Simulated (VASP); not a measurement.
Pt, 1 atom in the cell. It takes space group Fm-3m (No. 225, cubic). The conventional cell has a = 3.957 Å, b = 3.957 Å, c = 3.957 Å, α = 90.00°, β = 90.00°, γ = 90.00°. Pt (site symmetry m-3m) has 12 Pt at 2.80 Å within 3.7 Å. 

```yaml
Program: VASP 6.6.1
Task: single point
Functional: PBE
Potentials_or_basis: VASP PAW PBE potentials, release 64 (Pt)
Cutoff: 500 eV
k_mesh: 8 × 8 × 8
Occupations: methfessel-paxton, width 0.21 eV
Spin: no spin polarisation
Dipole_correction: no
Further_INCAR_settings: ALGO = Normal; EDIFF = 1e-06; NBANDS = 11
```

Potentials or basis: VASP PAW PBE potentials, release 64 (Pt).

The run is started by

```console
$ cat potpaw_PBE.64/Pt/POTCAR > POTCAR
$ mpirun -np 1 vasp_std > vasp.out
```

Hardware: 1 thread of Intel(R) Xeon(R) Platinum 8488C (Sapphire Rapids), on a shared host.

Problem. Estimate the wall time of this run.

Solution. Wall time 4.2 s on 1 thread of Intel(R) Xeon(R) Platinum 8488C (Sapphire Rapids), with other jobs on the host, peak memory 0.12 GiB. Counts: scf iterations 11, k points 29.
